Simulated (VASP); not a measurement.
# Pd (I4_1/amd) in VASP: further runs

Pd is run at these levels: PBE; tasks: single point.

Program: VASP 6.6.1. These are calculated values, not measurements. Logs are shortened: lines on timing, memory, paths and dates and some standing lists are left out, and cuts for length are marked.

**1. The cell of the first run**

The structure is tetragonal, space group I4_1/amd (No. 141). Conventional cell: a = 4.836 Å, b = 4.836 Å, c = 2.638 Å, α = 90.00°, β = 90.00°, γ = 90.00°. Within 3.3 Å of Pd (site symmetry -4m2) lie 10 Pd at 2.51 to 3.12 Å.

**2. Single point, PBE**

File INCAR:

```
SYSTEM = Pd
PREC = Accurate
ENCUT = 520
EDIFF = 1E-6
ISMEAR = 0
SIGMA = 0.1
LREAL = .False.
LASPH = .True.
NELM = 100
ALGO = Fast
ISIF = 2
LWAVE = .False.
LCHARG = .True.
GGA = PE
LELF = .True.
LVHAR = .True.
NBANDS = 17
```

File KPOINTS:

```
regular mesh
0
Gamma
  8 8 8
  0 0 0
```

File POSCAR:

```
Pd
1.0
   -2.4181207287      2.4181207287      1.3191294947
    2.4181207287     -2.4181207287      1.3191294947
    2.4181207287      2.4181207287     -1.3191294947
Pd
2
Direct
    0.0000000000      0.0000000000      0.0000000000
    0.7500000000      0.2500000000      0.5000000000
```

Potentials or basis: VASP PAW PBE potentials, release 64 (Pd).

Run with:

```sh
$ cat potpaw_PBE.64/Pd/POTCAR > POTCAR
$ mpirun -np 1 vasp_std > vasp.out
```

OUTCAR:

```text
SYSTEM = Pd
   PREC = Accurate
   ENCUT = 520
   EDIFF = 1E-6
   ISMEAR = 0
   LREAL = .False.
   LASPH = .True.
   NELM = 100
   ISIF = 2
   GGA = PE

 ion  position               nearest neighbor table
   1  0.000  0.000  0.000-   2 2.51   2 2.51   2 2.51   2 2.51   2 3.12   2 3.12   2 3.12   2 3.12

   2  0.750  0.250  0.500-   1 2.51   1 2.51   1 2.51   1 2.51   1 3.12   1 3.12   1 3.12   1 3.12

  LATTYP: Found a body centered tetragonal cell.
 ALAT       =     4.8362414574
 C/A-ratio  =     0.5455184595

  Lattice vectors:

 A1 = (  -2.4181207287,   2.4181207287,   1.3191294947)
 A2 = (   2.4181207287,  -2.4181207287,   1.3191294947)
 A3 = (   2.4181207287,   2.4181207287,  -1.3191294947)

Analysis of symmetry for initial positions (statically):
=====================================================================
 Subroutine PRICEL returns:
 Original cell was already a primitive cell.

 Routine SETGRP: Setting up the symmetry group for a
 body centered tetragonal supercell.

 Subroutine GETGRP returns: Found 16 space group operations
 (whereof  8 operations were pure point group operations)
 out of a pool of 16 trial point group operations.

The static configuration has the point symmetry D_2d.
 The point group associated with its full space group is D_4h.

Analysis of symmetry for dynamics (positions and initial velocities):
=====================================================================
 Subroutine PRICEL returns:
 Original cell was already a primitive cell.

 Routine SETGRP: Setting up the symmetry group for a
 body centered tetragonal supercell.

 Subroutine GETGRP returns: Found 16 space group operations
 (whereof  8 operations were pure point group operations)
 out of a pool of 16 trial point group operations.

The dynamic configuration has the point symmetry D_2d.
 The point group associated with its full space group is D_4h.

 Subroutine INISYM returns: Found 16 space group operations
 (whereof  8 operations are pure point group operations),
 and found     1 'primitive' translations

----------------------------------------------------------------------------------------

                                     Primitive cell

  volume of cell :      30.8534

  direct lattice vectors                    reciprocal lattice vectors
    -2.418120729  2.418120729  1.319129495     0.000000000  0.206772141  0.379037844
     2.418120729 -2.418120729  1.319129495     0.206772141  0.000000000  0.379037844
     2.418120729  2.418120729 -1.319129495     0.206772141  0.206772141  0.000000000

  length of vectors
     3.665340140  3.665340140  3.665340140     0.431768926  0.431768926  0.292419966

  position of ions in fractional coordinates (direct lattice)
     0.000000000  0.000000000  0.000000000
     0.750000000  0.250000000  0.500000000

  ion indices of the primitive-cell ions
   primitive index   ion index
                 1           1
                 2           2

----------------------------------------------------------------------------------------

 KPOINTS: regular mesh

Automatic generation of k-mesh.
 Grid dimensions read from file:
 generate k-points for:    8    8    8

 Generating k-lattice:

  Cartesian coordinates                     Fractional coordinates (reciprocal lattice)
     0.000000000  0.025846518  0.047379731     0.125000000  0.000000000  0.000000000
     0.025846518  0.000000000  0.047379731     0.000000000  0.125000000  0.000000000
     0.025846518  0.025846518  0.000000000     0.000000000  0.000000000  0.125000000

  Length of vectors
     0.053971116  0.053971116  0.036552496

  Shift w.r.t. Gamma in fractional coordinates (k-lattice)
     0.000000000  0.000000000  0.000000000

 Subroutine IBZKPT returns following result:
 ===========================================

 Found     59 irreducible k-points:

 Following reciprocal coordinates:
            Coordinates               Weight
  0.000000  0.000000  0.000000      1.000000
  0.125000  0.000000  0.000000      8.000000
  0.250000  0.000000  0.000000      8.000000
  0.375000  0.000000 -0.000000      8.000000
  0.500000  0.000000  0.000000      4.000000
  0.125000  0.125000  0.000000      8.000000
[... 16 lines left out ...]
  0.250000  0.125000  0.125000     16.000000
  0.375000  0.125000  0.125000      8.000000
 [... further k-points ...]
   k-points           NKPTS =     59   k-points in BZ     NKDIM =     59   number of bands    NBANDS=     17
   number of dos      NEDOS =    301   number of ions     NIONS =      2
   total plane-waves  NPLWV =  21952
   dimension x,y,z NGX =    28 NGY =   28 NGZ =   28
   dimension x,y,z NGXF=    56 NGYF=   56 NGZF=   56
   ions per type =               2
   NGX,Y,Z   is equivalent  to a cutoff of  12.70, 12.70, 12.70 a.u.
   NGXF,Y,Z  is equivalent  to a cutoff of  25.40, 25.40, 25.40 a.u.
 SYSTEM =  Pd
   PREC   = accura    normal or accurate (medium, high low for compatibility)
   ISTART =      0    job   : 0-new  1-cont  2-samecut
   ICHARG =      2    charge: 1-file 2-atom 10-const
   ISPIN  =      1    spin polarized calculation?
   LNONCOLLINEAR =      F non collinear calculations
   LSORBIT =      F    spin-orbit coupling
   LASPH  =      T    aspherical Exc in radial PAW
   ENCUT  =  520.0 eV  38.22 Ry    6.18 a.u.   6.82  6.82  6.82*2*pi/ulx,y,z
   NELM   =    100;   NELMIN=  2; NELMDL= -5     # of ELM steps
   EDIFF  = 0.1E-05   stopping-criterion for ELM
   LREAL  =      F    real-space projection
   EDIFFG = 0.1E-04   stopping-criterion for IOM
   NSW    =      0    number of steps for IOM
   IBRION =     -1    ionic relax: 0-MD 1-quasi-New 2-CG
   NFREE  =      0    steps in history (QN), initial steepest desc. (CG)
   ISIF   =      2    stress and relaxation
   ISYM   =      2    0-nonsym 1-usesym 2-fastsym
   POTIM  = 0.5000    time-step for ionic-motion
   TEBEG  =    0.0;   TEEND  =   0.0 temperature during run
   PSTRESS=    0.0 pullay stress
   NELECT =      20.0000    total number of electrons
   NUPDOWN=      -1.0000    fix difference up-down
   EMIN   =  10.00;   EMAX   =-10.00  energy-range for DOS
   EFERMI =   0.00;   METHOD = LEGACY
   ISMEAR =     0;   SIGMA  =   0.10  broadening in eV -4-tet -1-fermi 0-gaus
   EFERMI_NEDOS =   21; number of points for ismear=-14 and -15
   IALGO  =     68    algorithm
   IMIX   =      4    mixing-type and parameters
     AMIX     =   0.40;   BMIX     =  1.00
     AMIX_MAG =   1.60;   BMIX_MAG =  1.00
  volume/ion in A,a.u.               =      15.43       104.10
  Fermi-wavevector in a.u.,A,eV,Ry     =   1.416828  2.677416 27.312345  2.007401
  Thomas-Fermi vector in A             =   2.538122
   LORBIT       =      0    0 simple, 1 ext, 2 COOP (PROOUT), +10 PAW based schemes
   GGA     = PE    functional components
   LHFCALC =     F    Hartree Fock is set to
   AEXX    =    0.0000 exact exchange contribution
   IVDW    =     0    specifies the selected vdW correction
   LEPSILON=     F    determine dielectric tensor
   LRPA    =     F    only Hartree local field effects (RPA)
 non-spin polarized calculation
 RMM-DIIS sequential band-by-band and
 Gauss-broadening in eV      SIGMA  =   0.10
  energy-cutoff  :      520.00
  volume of cell :       30.85
 maximum number of plane-waves:       842
   NGX = 13   NGY = 13   NGZ = 13

 number of electron      20.0000007 magnetization

 Free energy of the ion-electron system (eV)
  ---------------------------------------------------
  ext. energy  EPLUGINS =         0.00000000
  ---------------------------------------------------
  free energy    TOTEN  =        -9.61121006 eV

  energy without entropy =       -9.59753263  energy(sigma->0) =       -9.60437135

 E-fermi :   9.2887     XC(G=0): -12.8275

 val. band max:        9.2805610299   @ k =   0.2500   0.1250   0.1250
 cond. band min:       9.3247656704   @ k =   0.3750   0.1250   0.0000
 fundamental gap:      0.0442046405
 Fermi energy:         9.2887482316

 k-point     1 :       0.0000    0.0000    0.0000
  band No.  band energies     occupation
      1       2.3559      2.00000
      2       3.7547      2.00000
      3       4.3741      2.00000
      4       5.0793      2.00000
      5       5.4208      2.00000
      6       7.9547      2.00000
[... 9 lines left out ...]
     16      27.3873      0.00000
     17      27.3873      0.00000

 k-point     2 :       0.1250    0.0000    0.0000
  band No.  band energies     occupation
      1       2.8728      2.00000
      2       3.9915      2.00000
      3       4.4640      2.00000
      4       5.5354      2.00000
      5       5.6986      2.00000
      6       7.1220      2.00000
[... 9 lines left out ...]
     16      27.0446      0.00000
     17      28.0550      0.00000

 k-point     3 :       0.2500    0.0000    0.0000
  band No.  band energies     occupation
      1       4.0419      2.00000
      2       4.5218      2.00000
      3       4.6835      2.00000
      4       5.9290      2.00000
      5       6.1657      2.00000
      6       6.4749      2.00000
[... 9 lines left out ...]
     16      25.4709      0.00000
     17      26.0741      0.00000

 k-point     4 :       0.3750    0.0000   -0.0000
  band No.  band energies     occupation
      1       4.3676      2.00000
      2       4.5367      2.00000
      3       4.9954      2.00000
      4       5.6748      2.00000
      5       6.2465      2.00000
      6       7.2062      2.00000
[... 9 lines left out ...]
     16      23.8976      0.00000
     17      24.8315      0.00000
[... 343 lines left out ...]
      1       4.3067      2.00000
      2       4.4751      2.00000
      3       5.0404      2.00000
      4       5.6661      2.00000
      5       6.0386      2.00000
      6       7.0530      2.00000
[... 9 lines left out ...]
     16      24.3562      0.00000
     17      26.7851      0.00000

 k-point    23 :       0.2500    0.1250    0.1250
  band No.  band energies     occupation
      1       4.2889      2.00000
      2       4.4849      2.00000
      3       5.2955      2.00000
      4       5.6618      2.00000
      5       6.1414      2.00000
      6       6.9432      2.00000
[... 9 lines left out ...]
     16      25.4014      0.00000
     17      25.5174      0.00000

 k-point    24 :       0.3750    0.1250    0.1250
  band No.  band energies     occupation
      1       4.1847      2.00000
      2       4.4257      2.00000
      3       4.9515      2.00000
      4       5.9332      2.00000
      5       6.0096      2.00000
      6       7.2588      2.00000
[... 9 lines left out ...]
     16      24.4681      0.00000
     17      25.0192      0.00000

 [... further k-points ...]
[... 5 lines left out ...]
  --------------------------------------------------------------------------------------
  -------------------------------------------------------------------------------------
  Total        3.2288645      3.2288645      2.5872294      0.0000000     -0.0000000      0.0000000
  in kB      167.6706396    167.6706396    134.3513812      0.0000000     -0.0000000      0.0000000
  external PRESSURE =     156.5642201 kB  Pullay stress =       0.0000000 kB

 VOLUME and BASIS-vectors are now :
 -----------------------------------------------------------------------------
  energy-cutoff  :      520.00
  volume of cell :       30.85
      direct lattice vectors                 reciprocal lattice vectors
    -2.418120729  2.418120729  1.319129495     0.000000000  0.206772141  0.379037844
     2.418120729 -2.418120729  1.319129495     0.206772141  0.000000000  0.379037844
     2.418120729  2.418120729 -1.319129495     0.206772141  0.206772141  0.000000000

 POSITION                                       TOTAL-FORCE (eV/Angst)
 -----------------------------------------------------------------------------------
      0.00000      0.00000      0.00000         0.000000     -0.000000     -0.000000
      0.00000      2.41812      0.65956        -0.000000      0.000000      0.000000
 -----------------------------------------------------------------------------------
    total drift:                               -0.000000      0.000000      0.000000

  FREE ENERGIE OF THE ION-ELECTRON SYSTEM (eV)
  ---------------------------------------------------
  free  energy   TOTEN  =        -9.6112100600 eV

  energy  without entropy=       -9.5975326301  energy(sigma->0) =       -9.60437135
```

Wall time 15 s (1 thread of Intel Xeon 6975P-C (Granite Rapids), shared host); peak memory 0.16 GiB.

What came out:

```
Free energy            : -9.6112 eV
Pressure               : 15.7 GPa
Band gap on the k mesh : zero (band 10 reaches 9.73 eV, above the bottom of band 11 at 8.54 eV)
```

Levels at points of the mesh, in eV from the Fermi level:
```
           k point  band 8  band 9  band 10  band 11  band 12  band 13
(0.00, 0.00, 0.00)   -1.28   -1.28     0.09     0.97     6.51     6.51
(0.50, 0.00, 0.00)   -1.01   -0.28    -0.14     2.44     5.78     8.04
(0.50, 0.50, 0.00)   -1.46   -0.64    -0.64    -0.17    -0.17    12.81
(0.50, 0.50, 0.50)   -1.14   -1.07    -1.07     0.29     0.29     5.98
```

**3. Single point, PBE**

This run uses another cell than the first one, of 16.92 Å³/atom, 1.097 times its volume.

File INCAR:

```
ALGO = Fast
EDIFF = 1E-7
ENCUT = 520
GGA = PE
ISIF = 2
ISMEAR = 0
LASPH = T
LCHARG = F
LREAL = F
LWAVE = F
NBANDS = 17
NELM = 80
PREC = Accurate
SIGMA = 0.1
```

File KPOINTS:

```
k-points
0
Gamma
  8 8 8
```

File POSCAR:

```
Pd
1.0
   -2.5042656320      2.5042656320      1.3493108207
    2.5042656320     -2.5042656320      1.3493108207
    2.5042656320      2.5042656320     -1.3493108207
Pd
2
Direct
    0.0000000000      0.0000000000      0.0000000000
    0.7500000000      0.2500000000      0.5000000000
```

Potentials or basis: VASP PAW PBE potentials, release 64 (Pd).

Run with:

```sh
$ cat potpaw_PBE.64/Pd/POTCAR > POTCAR
$ mpirun -np 1 vasp_std > vasp.out
```

Run time: 16 s. Hardware: 1 thread of Intel Xeon 6975P-C (Granite Rapids), shared host; peak memory 0.16 GiB.

The run converged. Its results:

```yaml
Free_energy: -9.7430 eV
Pressure: -0.4 GPa
Band_gap_on_the_k_mesh: zero (band 10 reaches 8.24 eV, above the bottom of band 11 at 7.28 eV)
```

Stress tensor (GPa, compression positive):
```
-0.43  0.00  0.00
 0.00 -0.43  0.00
 0.00  0.00 -0.29
```

Levels at points of the mesh, in eV from the Fermi level:
| k point | band 7 | band 8 | band 9 | band 10 | band 11 | band 12 | band 13 | band 14 |
| --- | --- | --- | --- | --- | --- | --- | --- | --- |
| (0.00, 0.00, 0.00) | -1.11 | -1.06 | -1.06 | 0.03 | 0.80 | 6.21 | 6.21 | 12.88 |
| (0.50, 0.00, 0.00) | -0.92 | -0.83 | -0.27 | -0.10 | 2.41 | 5.39 | 7.64 | 8.42 |
| (0.50, 0.50, 0.00) | -1.26 | -1.26 | -0.55 | -0.55 | -0.16 | -0.16 | 12.04 | 12.04 |
| (0.50, 0.50, 0.50) | -0.95 | -0.95 | -0.89 | -0.89 | 0.53 | 0.53 | 5.30 | 5.30 |
